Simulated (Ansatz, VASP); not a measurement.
## Two plane-wave programs on Ag3Cl

Contents of INCAR:

```
SYSTEM = Ag3Cl
ALGO     = Normal         ! electronic algorithm
EDIFF    = 1E-6           ! SCF threshold, eV
EDIFFG   = -0.01          ! ionic threshold
ENCUT    = 600            ! plane-wave cutoff, eV
GGA      = PE             ! functional
IBRION   = 2              ! ionic algorithm
ISIF     = 3              ! what is computed and relaxed
ISMEAR   = 0              ! smearing method
LASPH    = .TRUE.         ! aspherical terms in the spheres
LCHARG   = .FALSE.        ! write CHGCAR
LREAL    = .FALSE.        ! projectors in reciprocal space
LWAVE    = .FALSE.        ! write WAVECAR
NELM     = 100            ! most SCF steps
NSW      = 100            ! ionic steps
PREC     = Accurate       ! precision mode
SIGMA    = 0.1            ! smearing width, eV
```

KPOINTS

```
k-points
0
G
  10 10 10
  0 0 0
```

POSCAR

```
Ag3Cl
1.0
    4.3555592987      0.0000000000      0.0000000000
    0.0000000000      4.3555592987      0.0000000000
    0.0000000000      0.0000000000      4.3555592987
Ag Cl
3 1
Direct
    0.0000000000      0.5000000000      0.5000000000
    0.5000000000      0.0000000000      0.5000000000
    0.5000000000      0.5000000000      0.0000000000
    0.0000000000      0.0000000000      0.0000000000
```

Input for Ansatz:

```yaml
crystal:
  lattice:
    - [4.3555592987, 0.0, 0.0]
    - [0.0, 4.3555592987, 0.0]
    - [0.0, 0.0, 4.3555592987]
  atoms:
    - { symbol: Ag, position: [0.0, 0.5, 0.5] }
    - { symbol: Ag, position: [0.5, 0.0, 0.5] }
    - { symbol: Ag, position: [0.5, 0.5, 0.0] }
    - { symbol: Cl, position: [0.0, 0.0, 0.0] }
basis:
  ecutwfc: 420
kpoints:
  mp_grid: { grid: [10, 10, 10] }
hamiltonian:
  xc: pbe
scf:
  occupations: { method: gaussian, width: 0.1 }
output:
  forces: true
  stress: true
  eigenvalues: true
relax:
  adjacent_minimum: "off"
  f_tol: 0.01
  max_steps: 80
  cell: { stress_tol: 0.05 }
```

Alike in both runs: task relaxation of cell and atoms; functional PBE; k mesh 10 × 10 × 10; occupations gaussian, width 0.1 eV; no spin polarisation.

|  | VASP | Ansatz |
| --- | --- | --- |
| version | VASP 6.6.1 | Ansatz 0.2.0 |
| potentials or method | VASP PAW PBE potentials, release 64 (Ag, Cl), cutoff 600 eV | scalar-relativistic, plane waves, PAW |
| valence electrons in the cell | 40 | 64 |

```csv
,VASP,Ansatz,Ansatz less VASP
"gap on the k mesh at the Fermi level, each at its own relaxed structure (eV)",none,none,-
relaxed volume (Å³/atom),19.24,19.26,+0.021
relaxed length of the cell vector where the two differ most in proportion (Å),4.254,4.255,+0.0015
```

A gap of «none» marks a metal or a gap that the smearing closes. VASP's potentials hold 40 valence electrons a cell and Ansatz's 64, so a difference there can come from the potentials and not from the codes.
